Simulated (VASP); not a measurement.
Write the native input for VASP 6.6.1 that does the following.

```
Task                   : single point
Functional             : PBE
Potentials or basis    : VASP PAW PBE potentials, release 64 (Sn_d, Se)
Cutoff                 : 520 eV
k mesh                 : 6 × 6 × 4
Occupations            : fermi-dirac, width 0.05 eV
Spin                   : no spin polarisation
Dipole correction      : no
Further INCAR settings : ALGO = Normal; EDIFF = 1e-07; NBANDS = 20
```

The structure of SnSe2 lies in POSCAR:

```
SnSe2
1.0
    3.8110000000      0.0000000000      0.0000000000
   -1.9055000000      3.3004228100      0.0000000000
    0.0000000000      0.0000000000      6.2587200000
Sn Se
1 2
Direct
    0.0000000000      0.0000000000      0.0000000000
    0.3333333333      0.6666666667      0.2490000000
    0.6666666667      0.3333333333      0.7510000000
```

One way to write it, as run:

INCAR

```
SYSTEM = SnSe2
  PREC = Accurate
  ENCUT = 520
  EDIFF = 1E-7
  ISMEAR = -1
  SIGMA = 0.05
  LREAL = .FALSE.
  LASPH = .TRUE.
  NELM = 80
  ALGO = Normal
  ISIF = 2
  LWAVE = .FALSE.
  LCHARG = .FALSE.
  GGA = PE
  NBANDS = 20
```

KPOINTS

```
Automatic mesh
0
G
  6 6 4
  0 0 0
```

Potentials or basis: VASP PAW PBE potentials, release 64 (Sn_d, Se).

The run is started by

```sh
$ cat potpaw_PBE.64/Sn_d/POTCAR potpaw_PBE.64/Se/POTCAR > POTCAR
$ mpirun -np 1 vasp_std > vasp.out
```

Results of the run:

```json
{"Pressure": "4.1 GPa", "Largest force": "0.495 eV/Å", "Band gap on the k mesh": "0.83 eV, indirect (least direct gap 1.23 eV)"}
```

Caveat: spin-orbit coupling is left out, which moves the levels of the heavy elements; this functional lacks dispersion, which binds the layers, so the pressure and a relaxed spacing across them are unreliable.

Wall time 32 s on 1 thread of Intel(R) Xeon(R) Platinum 8259CL CPU @ 2.50GHz (Skylake/Cascade Lake), with other jobs on the host, peak memory 0.2 GiB.
